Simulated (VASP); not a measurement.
Crystal: GaO.

```xyz
8
Lattice="3.0740 0.0000 0.0000 -1.5370 2.6622 0.0000 0.0000 0.0000 13.0773" Properties=species:S:1:pos:R:3 pbc="T T T"
Ga    0.0000    1.7748    2.3147
Ga    1.5370    0.8874    8.8533
Ga    0.0000    1.7748    4.2240
Ga    1.5370    0.8874   10.7626
O     0.0000    1.7748    7.8464
O     1.5370    0.8874    1.3077
O     0.0000    1.7748   11.7695
O     1.5370    0.8874    5.2309
```

| Quantity | Value |
| --- | --- |
| Program | VASP 6.6.1 |
| Task | relaxation of cell and atoms |
| Functional | PBE |
| Potentials or basis | VASP PAW PBE potentials, release 64 (Ga_d, O) |
| Cutoff | 600 eV |
| k mesh | 6 × 6 × 2 |
| Occupations | gaussian, width 0.1 eV |
| Spin | no spin polarisation |

At the start: pressure 12.7 GPa; volume 13.38 Å³/atom.

Q: How do energy, volume and symmetry change on relaxing?

A: Over 13 steps the energy falls by 746.8 meV/atom and the volume is 14.28 Å³/atom (+6.8 %); space group P6_3/mmc (No. 194, to 0.1 Å) before and after.

Step by step:
| step | energy change (eV) | largest force (eV/Å) | pressure (GPa) | volume (Å³) |
| --- | --- | --- | --- | --- |
| 1 | 0.0000 | 13.9168 | 12.70 | 107.02 |
| 2 | 2.2811 | 3.6936 | 35.93 | 122.47 |
| 3 | -1.0574 | 3.9792 | 24.34 | 119.02 |
| 4 | -3.4959 | 3.7491 | 14.17 | 116.31 |
| 5 | -5.8685 | 0.6168 | 3.70 | 111.75 |
| 6 | -5.9058 | 0.3100 | 2.91 | 110.93 |
| 7 | -5.9114 | 0.0799 | 3.11 | 111.16 |
| 8 | -5.9108 | 0.1364 | 3.03 | 111.08 |
| 9 | -5.9577 | 0.3059 | -0.96 | 114.65 |
| 10 | -5.9582 | 0.2894 | -0.64 | 114.33 |
| 11 | -5.9737 | 0.0491 | -0.24 | 114.50 |
| 12 | -5.9737 | 0.0572 | -0.20 | 114.50 |
| 13 | -5.9747 | 0.0140 | -0.01 | 114.26 |

Final structure:
```yaml
crystal:
  lattice:
    - [3.10989, 0.00000, 0.00000]
    - [-1.55495, 2.69325, 0.00000]
    - [0.00000, 0.00000, 13.64227]
  atoms:
    - { symbol: Ga, position: [0.33333, 0.66667, 0.15810] }
    - { symbol: Ga, position: [0.66667, 0.33333, 0.65810] }
    - { symbol: Ga, position: [0.33333, 0.66667, 0.34190] }
    - { symbol: Ga, position: [0.66667, 0.33333, 0.84190] }
    - { symbol: O, position: [0.33333, 0.66667, 0.60474] }
    - { symbol: O, position: [0.66667, 0.33333, 0.10474] }
    - { symbol: O, position: [0.33333, 0.66667, 0.89526] }
    - { symbol: O, position: [0.66667, 0.33333, 0.39526] }
```
